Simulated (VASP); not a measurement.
# PPb2 (Fm-3m) in VASP: notebook

PPb2 is run at these levels: PBE; tasks: single point, relaxation of cell and atoms.

Everything below comes from runs of VASP 6.6.1. Logs are shortened: lines on timing, memory, paths and dates and some standing lists are left out, and cuts for length are marked.

## 1. The cell of the first run

Symmetry: Fm-3m, No. 225, cubic system. Conventional cell: a = 7.112 Å, b = 7.112 Å, c = 7.112 Å, α = 90.00°, β = 90.00°, γ = 90.00°. Within 4.1 Å of P (site symmetry m-3m) lie 8 Pb at 3.08 Å. Pb (site symmetry -43m) has 4 P at 3.08 Å and 6 Pb at 3.56 Å within 4.1 Å.

## 2. Single point, PBE

The input, INCAR:

```
SYSTEM = PPb2
PREC = Accurate
ENCUT = 520
EDIFF = 1E-6
ISMEAR = 0
SIGMA = 0.1
LREAL = .False.
LASPH = .True.
NELM = 80
ALGO = Normal
ISIF = 2
LWAVE = .False.
LCHARG = .True.
GGA = PE
LELF = .True.
LVHAR = .True.
NBANDS = 24
```

The input, KPOINTS:

```
regular mesh
0
Gamma
  4 4 4
  0 0 0
```

The input, POSCAR:

```
PPb2
1.0
    0.0000000000      3.5560671097      3.5560671097
    3.5560671097      0.0000000000      3.5560671097
    3.5560671097      3.5560671097      0.0000000000
P Pb
1 2
Direct
    0.0000000000      0.0000000000      0.0000000000
    0.2500000000      0.2500000000      0.2500000000
    0.7500000000      0.7500000000      0.7500000000
```

Potentials or basis: VASP PAW PBE potentials, release 64 (P, Pb_d).

On the command line:

```console
cat potpaw_PBE.64/P/POTCAR potpaw_PBE.64/Pb_d/POTCAR > POTCAR
mpirun -np 1 vasp_std > vasp.out
```

OUTCAR:

```text
SYSTEM = PPb2
   PREC = Accurate
   ENCUT = 520
   EDIFF = 1E-6
   ISMEAR = 0
   LREAL = .False.
   LASPH = .True.
   NELM = 80
   ISIF = 2
   GGA = PE

 ion  position               nearest neighbor table
   1  0.000  0.000  0.000-   2 3.08   3 3.08   3 3.08   3 3.08   3 3.08   2 3.08   2 3.08   2 3.08

   2  0.250  0.250  0.250-   1 3.08   1 3.08   1 3.08   1 3.08   3 3.56   3 3.56   3 3.56   3 3.56
                             3 3.56   3 3.56
   3  0.750  0.750  0.750-   1 3.08   1 3.08   1 3.08   1 3.08   2 3.56   2 3.56   2 3.56   2 3.56
                             2 3.56   2 3.56

  LATTYP: Found a face centered cubic cell.
 ALAT       =     7.1121342194

  Lattice vectors:

 A1 = (   0.0000000000,   3.5560671097,   3.5560671097)
 A2 = (   3.5560671097,   0.0000000000,   3.5560671097)
 A3 = (   3.5560671097,   3.5560671097,   0.0000000000)

Analysis of symmetry for initial positions (statically):
=====================================================================
 Subroutine PRICEL returns:
 Original cell was already a primitive cell.

 Routine SETGRP: Setting up the symmetry group for a
 face centered cubic supercell.

 Subroutine GETGRP returns: Found 48 space group operations
 (whereof 48 operations were pure point group operations)
 out of a pool of 48 trial point group operations.

The static configuration has the point symmetry O_h .

Analysis of symmetry for dynamics (positions and initial velocities):
=====================================================================
 Subroutine PRICEL returns:
 Original cell was already a primitive cell.

 Routine SETGRP: Setting up the symmetry group for a
 face centered cubic supercell.

 Subroutine GETGRP returns: Found 48 space group operations
 (whereof 48 operations were pure point group operations)
 out of a pool of 48 trial point group operations.

The dynamic configuration has the point symmetry O_h .

 Subroutine INISYM returns: Found 48 space group operations
 (whereof 48 operations are pure point group operations),
 and found     1 'primitive' translations

----------------------------------------------------------------------------------------

                                     Primitive cell

  volume of cell :      89.9373

  direct lattice vectors                    reciprocal lattice vectors
     0.000000000  3.556067110  3.556067110    -0.140604771  0.140604771  0.140604771
     3.556067110  0.000000000  3.556067110     0.140604771 -0.140604771  0.140604771
     3.556067110  3.556067110  0.000000000     0.140604771  0.140604771 -0.140604771

[... 68 lines left out ...]
   EDIFF  = 0.1E-05   stopping-criterion for ELM
   LREAL  =      F    real-space projection
   EDIFFG = 0.1E-04   stopping-criterion for IOM
   NSW    =      0    number of steps for IOM
   IBRION =     -1    ionic relax: 0-MD 1-quasi-New 2-CG
   NFREE  =      0    steps in history (QN), initial steepest desc. (CG)
   ISIF   =      2    stress and relaxation
   ISYM   =      2    0-nonsym 1-usesym 2-fastsym
   POTIM  = 0.5000    time-step for ionic-motion
   TEBEG  =    0.0;   TEEND  =   0.0 temperature during run
   PSTRESS=    0.0 pullay stress
   NELECT =      33.0000    total number of electrons
   NUPDOWN=      -1.0000    fix difference up-down
   EMIN   =  10.00;   EMAX   =-10.00  energy-range for DOS
   EFERMI =   0.00;   METHOD = LEGACY
   ISMEAR =     0;   SIGMA  =   0.10  broadening in eV -4-tet -1-fermi 0-gaus
   EFERMI_NEDOS =   21; number of points for ismear=-14 and -15
   IALGO  =     38    algorithm
   IMIX   =      4    mixing-type and parameters
     AMIX     =   0.40;   BMIX     =  1.00
     AMIX_MAG =   1.60;   BMIX_MAG =  1.00
  volume/ion in A,a.u.               =      29.98       202.31
  Fermi-wavevector in a.u.,A,eV,Ry     =   1.172014  2.214786 18.689197  1.373617
  Thomas-Fermi vector in A             =   2.308449
   LORBIT       =      0    0 simple, 1 ext, 2 COOP (PROOUT), +10 PAW based schemes
   GGA     = PE    functional components
   LHFCALC =     F    Hartree Fock is set to
   AEXX    =    0.0000 exact exchange contribution
   IVDW    =     0    specifies the selected vdW correction
   LEPSILON=     F    determine dielectric tensor
   LRPA    =     F    only Hartree local field effects (RPA)
 non-spin polarized calculation
 Gauss-broadening in eV      SIGMA  =   0.10
  energy-cutoff  :      520.00
  volume of cell :       89.94
 maximum number of plane-waves:      2452
 NGX is ok and might be reduce to    40
   NGX = 19   NGY = 19   NGZ = 19

 number of electron      33.0000001 magnetization

 Free energy of the ion-electron system (eV)
  ---------------------------------------------------
  ext. energy  EPLUGINS =         0.00000000
  ---------------------------------------------------
  free energy    TOTEN  =       -11.78724145 eV

  energy without entropy =      -11.76924483  energy(sigma->0) =      -11.77824314

 E-fermi :   6.0034     XC(G=0):  -9.4192

 val. band max:        5.9984964536   @ k =   0.5000   0.0000   0.0000
 cond. band min:       6.0869950581   @ k =   0.5000   0.2500   0.0000
 fundamental gap:      0.0884986046
 Fermi energy:         6.0034100823

 k-point     1 :       0.0000    0.0000    0.0000
  band No.  band energies     occupation
      1     -11.2732      2.00000
      2     -11.2732      2.00000
      3     -11.1845      2.00000
      4     -11.1845      2.00000
      5     -11.1845      2.00000
      6     -11.0242      2.00000
[... 205 lines left out ...]
     23      12.8463      0.00000
     24      13.2608      0.00000

------------------------ aborting loop because EDIFF is reached ----------------------------------------

  FORCE on cell =-STRESS in cart. coord.  units (eV):
  Direction    XX          YY          ZZ          XY          YZ          ZX
  --------------------------------------------------------------------------------------
  -------------------------------------------------------------------------------------
  Total        0.0553875      0.0553875      0.0553875      0.0000000      0.0000000     -0.0000000
  in kB        0.9866938      0.9866938      0.9866938      0.0000000      0.0000000     -0.0000000
  external PRESSURE =       0.9866938 kB  Pullay stress =       0.0000000 kB

 VOLUME and BASIS-vectors are now :
 -----------------------------------------------------------------------------
  energy-cutoff  :      520.00
  volume of cell :       89.94
      direct lattice vectors                 reciprocal lattice vectors
     0.000000000  3.556067110  3.556067110    -0.140604771  0.140604771  0.140604771
     3.556067110  0.000000000  3.556067110     0.140604771 -0.140604771  0.140604771
     3.556067110  3.556067110  0.000000000     0.140604771  0.140604771 -0.140604771

 POSITION                                       TOTAL-FORCE (eV/Angst)
 -----------------------------------------------------------------------------------
      0.00000      0.00000      0.00000        -0.000000     -0.000000     -0.000000
      1.77803      1.77803      1.77803         0.000000      0.000000      0.000000
      5.33410      5.33410      5.33410        -0.000000     -0.000000     -0.000000
 -----------------------------------------------------------------------------------
    total drift:                                0.000000     -0.000000      0.000000

  FREE ENERGIE OF THE ION-ELECTRON SYSTEM (eV)
  ---------------------------------------------------
  free  energy   TOTEN  =       -11.7872414535 eV

  energy  without entropy=      -11.7692448250  energy(sigma->0) =      -11.77824314
```

OSZICAR:

```text
N       E                     dE             d eps       ncg     rms          rms(c)
DAV:   1     0.321616143563E+03    0.32162E+03   -0.15688E+04   384   0.148E+03
DAV:   2     0.141331804945E+02   -0.30748E+03   -0.29672E+03   408   0.406E+02
DAV:   3    -0.111295503460E+02   -0.25263E+02   -0.24668E+02   480   0.135E+02
DAV:   4    -0.121044745373E+02   -0.97492E+00   -0.97334E+00   432   0.296E+01
DAV:   5    -0.121550287865E+02   -0.50554E-01   -0.50553E-01   552   0.638E+00    0.329E+00
DAV:   6    -0.117835340914E+02    0.37149E+00   -0.49140E-01   528   0.558E+00    0.182E+00
DAV:   7    -0.117899011360E+02   -0.63670E-02   -0.12296E-01   392   0.147E+00    0.108E+00
DAV:   8    -0.117878073239E+02    0.20938E-02   -0.17632E-02   536   0.714E-01    0.215E-01
DAV:   9    -0.117866387357E+02    0.11686E-02   -0.24489E-03   488   0.357E-01    0.150E-01
DAV:  10    -0.117872716745E+02   -0.63294E-03   -0.14798E-03   400   0.157E-01    0.134E-01
DAV:  11    -0.117872294574E+02    0.42217E-04   -0.72214E-05   480   0.478E-02    0.238E-02
DAV:  12    -0.117872409230E+02   -0.11466E-04   -0.33542E-05   336   0.251E-02    0.334E-03
DAV:  13    -0.117872414535E+02   -0.53056E-06   -0.19895E-06   400   0.948E-03
   1 F= -.11787241E+02 E0= -.11778243E+02  d E =-.179966E-01
```

stdout:

```text
POSCAR found type information on POSCAR P Pb
 POSCAR found :  2 types and       3 ions
 scaLAPACK will be used
 LDA part: xc-table for (Slater+PW92), standard interpolation
 POSCAR, INCAR and KPOINTS ok, starting setup
 FFT: planning ... GRIDC
 FFT: planning ... GRID_SOFT
 FFT: planning ... GRID
 WAVECAR not read
 entering main loop
```

Wall time 56 s (1 thread of Intel Xeon 8259CL, shared host); peak memory 0.24 GiB.

What came out:

```
Free energy            : -11.7872 eV
Pressure               : 0.1 GPa
Band gap on the k mesh : zero (an odd number of electrons rules out a gap without spin polarisation)
```

Caveat: the k points lie up to 0.38 Å⁻¹ apart, too coarse for converged energies and pressures of a metal; spin-orbit coupling is left out, which moves the levels of the heavy elements.

## 3. Single point, PBE

This run uses another cell than the first one, of 25.76 Å³/atom.

The input, INCAR:

```
SYSTEM = PPb2
ALGO = Normal
EDIFF = 1E-6
ENCUT = 520
GGA = PE
ISIF = 2
ISMEAR = 0
LASPH = .TRUE.
LCHARG = .FALSE.
LREAL = .FALSE.
LWAVE = .FALSE.
NBANDS = 24
NELM = 80
PREC = Accurate
SIGMA = 0.1
```

The input, KPOINTS:

```
k-points
0
G
  6 6 6
  0 0 0
```

The input, POSCAR:

```
PPb2
1.0
    0.0000000000      3.3805275785      3.3805275785
    3.3805275785      0.0000000000      3.3805275785
    3.3805275785      3.3805275785      0.0000000000
P Pb
1 2
Direct
    0.0000000000      0.0000000000      0.0000000000
    0.2500000000      0.2500000000      0.2500000000
    0.7500000000      0.7500000000      0.7500000000
```

Potentials or basis: VASP PAW PBE potentials, release 64 (P, Pb_d).

On the command line:

```console
cat potpaw_PBE.64/P/POTCAR potpaw_PBE.64/Pb_d/POTCAR > POTCAR
mpirun -np 1 vasp_std > vasp.out
```

Wall time 57 s (1 thread of Intel Xeon 8259CL, shared host); peak memory 0.21 GiB.

Results (log left out):

- Free energy: -11.5103 eV
- Pressure: 8.5 GPa
- Band gap on the k mesh: zero (an odd number of electrons rules out a gap without spin polarisation)

Levels at points of the mesh, in eV from the Fermi level:
```tsv
k point	band 13	band 14	band 15	band 16	band 17	band 18	band 19	band 20
(0.00, 0.00, 0.00)	-5.72	-2.51	-2.51	-2.51	-1.39	-1.39	-1.39	3.89
(0.50, 0.00, 0.00)	-7.10	-3.50	-3.50	-0.95	-0.34	-0.34	2.48	3.36
(0.50, 0.50, 0.00)	-7.78	-4.99	-4.99	-2.20	0.94	3.48	3.48	4.18
```

Caveat: the cell stands under pressure; spin-orbit coupling is left out, which moves the levels of the heavy elements.

(Continued in part 2 of 3.)
